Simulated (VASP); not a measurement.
# Ru2Se (P6/mmm) in VASP: notebook

Ru2Se is run at these levels: PBE; tasks: single point, relaxation of cell and atoms.

All numbers are computed with VASP 6.6.1; they aren't measurements. Logs are shortened: lines on timing, memory, paths and dates and some standing lists are left out, and cuts for length are marked.

### Step 1. The cell of the first run

It takes space group P6/mmm (No. 191, hexagonal). The conventional cell has a = 3.737 Å, b = 3.737 Å, c = 4.035 Å, α = 90.00°, β = 90.00°, γ = 120.00°. Ru (site symmetry -6m2) has 3 Ru at 2.16 Å and 6 Se at 2.95 Å within 3.0 Å. Se (site symmetry 6/mmm) has 12 Ru at 2.95 Å and 8 Se at 3.74 to 4.04 Å within 4.1 Å.

### Step 2. Single point, PBE, collinear spin, ferromagnetic start

INCAR

```
SYSTEM = Ru2Se
PREC = Accurate
ENCUT = 520
EDIFF = 1E-6
ISMEAR = 0
SIGMA = 0.1
LREAL = .FALSE.
LASPH = .TRUE.
NELM = 150
ALGO = Normal
ISIF = 2
LWAVE = .FALSE.
LCHARG = .TRUE.
ISPIN = 2
MAGMOM = 1 1 0
LORBIT = 11
LMAXMIX = 4
GGA = PE
LELF = .TRUE.
LVHAR = .TRUE.
NBANDS = 28
```

KPOINTS

```
Automatic mesh
0
G
  6 6 4
  0 0 0
```

POSCAR

```
Ru2Se
1.0
    3.7373814900      0.0000000000      0.0000000000
   -1.8686907450      3.2366673140      0.0000000000
    0.0000000000      0.0000000000      4.0353786853
Ru Se
2 1
Direct
    0.3333333333      0.6666666667      0.5000000000
    0.6666666667      0.3333333333      0.5000000000
    0.0000000000      0.0000000000      0.0000000000
```

Potentials or basis: VASP PAW PBE potentials, release 64 (Ru_pv, Se).

Command:

```bash
$ cat potpaw_PBE.64/Ru_pv/POTCAR potpaw_PBE.64/Se/POTCAR > POTCAR
$ mpirun -np 1 vasp_std > vasp.out
```

OUTCAR:

```text
SYSTEM = Ru2Se
   PREC = Accurate
   ENCUT = 520
   EDIFF = 1E-6
   ISMEAR = 0
   LREAL = .FALSE.
   LASPH = .TRUE.
   NELM = 150
   ISIF = 2
   ISPIN = 2
   LORBIT = 11
   GGA = PE

 ion  position               nearest neighbor table
   1  0.333  0.667  0.500-   2 2.16   2 2.16   2 2.16   3 2.95   3 2.95   3 2.95   3 2.95   3 2.95
                             3 2.95
   2  0.667  0.333  0.500-   1 2.16   1 2.16   1 2.16   3 2.95   3 2.95   3 2.95   3 2.95   3 2.95
                             3 2.95
   3  0.000  0.000  0.000-   1 2.95   2 2.95   1 2.95   2 2.95   2 2.95   2 2.95   1 2.95   1 2.95
                             2 2.95   2 2.95   1 2.95   1 2.95

  LATTYP: Found a hexagonal cell.
 ALAT       =     3.7373814900
 C/A-ratio  =     1.0797342193

  Lattice vectors:

 A1 = (   3.7373814900,   0.0000000000,   0.0000000000)
 A2 = (  -1.8686907450,   3.2366673140,   0.0000000000)
 A3 = (   0.0000000000,   0.0000000000,   4.0353786853)

Analysis of symmetry for initial positions (statically):
=====================================================================
 Subroutine PRICEL returns:
 Original cell was already a primitive cell.

 Routine SETGRP: Setting up the symmetry group for a
 hexagonal supercell.

 Subroutine GETGRP returns: Found 24 space group operations
 (whereof 24 operations were pure point group operations)
 out of a pool of 24 trial point group operations.

The static configuration has the point symmetry D_6h.

Analysis of symmetry for dynamics (positions and initial velocities):
=====================================================================
 Subroutine PRICEL returns:
 Original cell was already a primitive cell.

 Routine SETGRP: Setting up the symmetry group for a
 hexagonal supercell.

 Subroutine GETGRP returns: Found 24 space group operations
 (whereof 24 operations were pure point group operations)
 out of a pool of 24 trial point group operations.

The dynamic configuration has the point symmetry D_6h.

Analysis of structural, dynamic, and magnetic symmetry:
=====================================================================
 Subroutine PRICEL returns:
 Original cell was already a primitive cell.

 Routine SETGRP: Setting up the symmetry group for a
 hexagonal supercell.

 Subroutine GETGRP returns: Found 24 space group operations
 (whereof 24 operations were pure point group operations)
 out of a pool of 24 trial point group operations.

The overall configuration has the point symmetry D_6h.

 Subroutine INISYM returns: Found 24 space group operations
 (whereof 24 operations are pure point group operations),
 and found     1 'primitive' translations

----------------------------------------------------------------------------------------

                                     Primitive cell

  volume of cell :      48.8146

  direct lattice vectors                    reciprocal lattice vectors
     3.737381490  0.000000000  0.000000000     0.267567013  0.154479887  0.000000000
    -1.868690745  3.236667314  0.000000000     0.000000000  0.308959773  0.000000000
     0.000000000  0.000000000  4.035378685     0.000000000  0.000000000  0.247808218

  length of vectors
     3.737381490  3.737381490  4.035378685     0.308959773  0.308959773  0.247808218

  position of ions in fractional coordinates (direct lattice)
     0.333333333  0.666666667  0.500000000
     0.666666667  0.333333333  0.500000000
     0.000000000  0.000000000  0.000000000

  ion indices of the primitive-cell ions
   primitive index   ion index
                 1           1
                 2           2
                 3           3

----------------------------------------------------------------------------------------

 KPOINTS: Automatic mesh

Automatic generation of k-mesh.
 Grid dimensions read from file:
 generate k-points for:    6    6    4

 Generating k-lattice:

  Cartesian coordinates                     Fractional coordinates (reciprocal lattice)
     0.044594502  0.025746648  0.000000000     0.166666667  0.000000000  0.000000000
     0.000000000  0.051493296  0.000000000     0.000000000  0.166666667  0.000000000
     0.000000000  0.000000000  0.061952054     0.000000000  0.000000000  0.250000000

  Length of vectors
     0.051493296  0.051493296  0.061952054

  Shift w.r.t. Gamma in fractional coordinates (k-lattice)
     0.000000000  0.000000000  0.000000000

 Subroutine IBZKPT returns following result:
 ===========================================

 Found     21 irreducible k-points:

 Following reciprocal coordinates:
            Coordinates               Weight
  0.000000  0.000000  0.000000      1.000000
  0.166667  0.000000  0.000000      6.000000
  0.333333  0.000000  0.000000      6.000000
  0.500000  0.000000  0.000000      3.000000
  0.166667  0.166667  0.000000      6.000000
  0.333333  0.166667  0.000000     12.000000
[... 13 lines left out ...]
  0.333333  0.166667  0.500000     12.000000
  0.333333  0.333333  0.500000      2.000000
   k-points           NKPTS =     21   k-points in BZ     NKDIM =     21   number of bands    NBANDS=     28
   number of dos      NEDOS =    301   number of ions     NIONS =      3
   total plane-waves  NPLWV =  23520
   dimension x,y,z NGX =    28 NGY =   28 NGZ =   30
   dimension x,y,z NGXF=    56 NGYF=   56 NGZF=   60
   ions per type =               2   1
   NGX,Y,Z   is equivalent  to a cutoff of  12.45, 12.45, 12.36 a.u.
   NGXF,Y,Z  is equivalent  to a cutoff of  24.91, 24.91, 24.72 a.u.
 SYSTEM =  Ru2Se
   PREC   = accura    normal or accurate (medium, high low for compatibility)
   ISTART =      0    job   : 0-new  1-cont  2-samecut
   ICHARG =      2    charge: 1-file 2-atom 10-const
   ISPIN  =      2    spin polarized calculation?
   LNONCOLLINEAR =      F non collinear calculations
   LSORBIT =      F    spin-orbit coupling
   LASPH  =      T    aspherical Exc in radial PAW
   ENCUT  =  520.0 eV  38.22 Ry    6.18 a.u.   6.95  6.95  7.50*2*pi/ulx,y,z
   NELM   =    150;   NELMIN=  2; NELMDL= -5     # of ELM steps
   EDIFF  = 0.1E-05   stopping-criterion for ELM
   LREAL  =      F    real-space projection
   EDIFFG = 0.1E-04   stopping-criterion for IOM
   NSW    =      0    number of steps for IOM
   IBRION =     -1    ionic relax: 0-MD 1-quasi-New 2-CG
   NFREE  =      0    steps in history (QN), initial steepest desc. (CG)
   ISIF   =      2    stress and relaxation
   ISYM   =      2    0-nonsym 1-usesym 2-fastsym
   POTIM  = 0.5000    time-step for ionic-motion
   TEBEG  =    0.0;   TEEND  =   0.0 temperature during run
   PSTRESS=    0.0 pullay stress
   NELECT =      34.0000    total number of electrons
   NUPDOWN=      -1.0000    fix difference up-down
   EMIN   =  10.00;   EMAX   =-10.00  energy-range for DOS
   EFERMI =   0.00;   METHOD = LEGACY
   ISMEAR =     0;   SIGMA  =   0.10  broadening in eV -4-tet -1-fermi 0-gaus
   EFERMI_NEDOS =   21; number of points for ismear=-14 and -15
   IALGO  =     38    algorithm
   IMIX   =      4    mixing-type and parameters
     AMIX     =   0.40;   BMIX     =  1.00
     AMIX_MAG =   1.60;   BMIX_MAG =  1.00
  volume/ion in A,a.u.               =      16.27       109.81
  Fermi-wavevector in a.u.,A,eV,Ry     =   1.451169  2.742311 28.652377  2.105890
  Thomas-Fermi vector in A             =   2.568697
   LORBIT       =     11    0 simple, 1 ext, 2 COOP (PROOUT), +10 PAW based schemes
   GGA     = PE    functional components
   LHFCALC =     F    Hartree Fock is set to
   AEXX    =    0.0000 exact exchange contribution
   IVDW    =     0    specifies the selected vdW correction
   LEPSILON=     F    determine dielectric tensor
   LRPA    =     F    only Hartree local field effects (RPA)
 spin polarized calculation
 Gauss-broadening in eV      SIGMA  =   0.10
  energy-cutoff  :      520.00
  volume of cell :       48.81
 maximum number of plane-waves:      1326
 NGX is ok and might be reduce to    28
   NGX = 13   NGY = 13   NGZ = 15

 number of electron      34.0000004 magnetization      -0.0012233

 number of electron      34.0000004 magnetization       0.0008268

 Free energy of the ion-electron system (eV)
  ---------------------------------------------------
  ext. energy  EPLUGINS =         0.00000000
  ---------------------------------------------------
  free energy    TOTEN  =       -17.62969682 eV

  energy without entropy =      -17.62210252  energy(sigma->0) =      -17.62589967

 E-fermi :   9.7557     XC(G=0): -12.2999

 val. band max:        9.6977219084   @ k =   0.3333   0.3333   0.5000
 cond. band min:       9.8255588827   @ k =   0.0000   0.0000   0.0000
 fundamental gap:      0.1278369742
 Fermi energy:         9.7556973979

 spin component 1

 k-point     1 :       0.0000    0.0000    0.0000
  band No.  band energies     occupation
      1     -34.9365      1.00000
      2     -34.9365      1.00000
      3     -33.5627      1.00000
      4     -32.8548      1.00000
      5     -32.6088      1.00000
      6     -32.6088      1.00000
[... 20 lines left out ...]
     27      20.6347      0.00000
[... 597 lines left out ...]
      5     -33.2186      1.00000
      6     -32.2249      1.00000
[... 20 lines left out ...]
     27      20.6315      0.00000
     28      21.7763      0.00000
 Fermi energy:         9.7556973979

 spin component 2

 k-point     1 :       0.0000    0.0000    0.0000
  band No.  band energies     occupation
      1     -34.9363      1.00000
      2     -34.9363      1.00000
      3     -33.5625      1.00000
      4     -32.8545      1.00000
      5     -32.6085      1.00000
      6     -32.6085      1.00000
[... 20 lines left out ...]
     27      20.6352      0.00000
[... 598 lines left out ...]
      6     -32.2247      1.00000
[... 20 lines left out ...]
     27      20.6320      0.00000
     28      21.7763      0.00000

------------------------ aborting loop because EDIFF is reached ----------------------------------------

  FORCE on cell =-STRESS in cart. coord.  units (eV):
  Direction    XX          YY          ZZ          XY          YZ          ZX
  --------------------------------------------------------------------------------------
  -------------------------------------------------------------------------------------
  Total       17.6880487     17.6880487     -0.5877664      0.0000000     -0.0000000      0.0000000
  in kB      580.5514573    580.5514573    -19.2914790      0.0000000     -0.0000000      0.0000000
  external PRESSURE =     380.6038119 kB  Pullay stress =       0.0000000 kB

 VOLUME and BASIS-vectors are now :
 -----------------------------------------------------------------------------
  energy-cutoff  :      520.00
  volume of cell :       48.81
      direct lattice vectors                 reciprocal lattice vectors
     3.737381490  0.000000000  0.000000000     0.267567013  0.154479887  0.000000000
    -1.868690745  3.236667314  0.000000000     0.000000000  0.308959773  0.000000000
     0.000000000  0.000000000  4.035378685     0.000000000  0.000000000  0.247808218

 POSITION                                       TOTAL-FORCE (eV/Angst)
 -----------------------------------------------------------------------------------
     -0.00000      2.15778      2.01769        -0.000000      0.000000      0.000000
      1.86869      1.07889      2.01769         0.000000      0.000000     -0.000000
      0.00000      0.00000      0.00000         0.000000      0.000000      0.000000
 -----------------------------------------------------------------------------------
    total drift:                               -0.000000      0.000000     -0.000000

  FREE ENERGIE OF THE ION-ELECTRON SYSTEM (eV)
  ---------------------------------------------------
  free  energy   TOTEN  =       -17.6296968219 eV

  energy  without entropy=      -17.6221025160  energy(sigma->0) =      -17.62589967

 total charge

# of ion       s       p       d       tot
------------------------------------------
    1        0.421   6.290   6.380  13.091
    2        0.421   6.290   6.380  13.091
    3        1.511   2.129   0.073   3.712
--------------------------------------------------
tot          2.353  14.708  12.832  29.893

 magnetization (x)

# of ion       s       p       d       tot
------------------------------------------
    1        0.000  -0.000   0.000   0.000
    2        0.000  -0.000   0.000   0.000
    3        0.000   0.000  -0.000   0.000
--------------------------------------------------
tot          0.000   0.000   0.000   0.000
```

Run time: 21 s. Hardware: 1 thread of Intel Xeon 6975P-C (Granite Rapids), shared host; peak memory 0.19 GiB.

What came out:

* Free energy: -17.6297 eV
* Pressure: 38.1 GPa
* Band gap on the k mesh: zero (filled and empty bands overlap)
* Net moment: 0.00 μB per cell
* Valence electrons inside the program's atomic spheres: Ru 13.09; Se 3.71

Levels at points of the mesh, in eV from the Fermi level:
Spin up:
```
           k point  band 15  band 16  band 17  band 18  band 19  band 20
(0.00, 0.00, 0.00)    -2.56    -0.51    -0.25    -0.25     0.07     0.27
(0.50, 0.00, 0.00)    -1.84    -1.44     0.69     1.13     1.44     1.57
(0.00, 0.00, 0.50)    -2.72    -2.53    -2.53     0.76     2.15     2.15
(0.50, 0.00, 0.50)    -1.13    -0.59     0.21     0.21     1.02     1.48
```
Spin down:
```tsv
k point	band 14	band 15	band 16	band 17	band 18	band 19	band 20	band 21
(0.00, 0.00, 0.00)	-2.56	-2.56	-0.51	-0.25	-0.25	0.07	0.27	0.27
(0.50, 0.00, 0.00)	-2.40	-1.84	-1.44	0.69	1.13	1.44	1.57	2.43
(0.00, 0.00, 0.50)	-2.72	-2.72	-2.53	-2.53	0.76	2.15	2.15	3.64
(0.50, 0.00, 0.50)	-2.99	-1.13	-0.59	0.21	0.22	1.03	1.48	3.72
```

Caveat: the k points lie up to 0.39 Å⁻¹ apart, too coarse for converged energies and pressures of a metal.

(Continued in part 2 of 2.)

The gap in the log of VASP goes by the Fermi energy; the results here count the filled bands.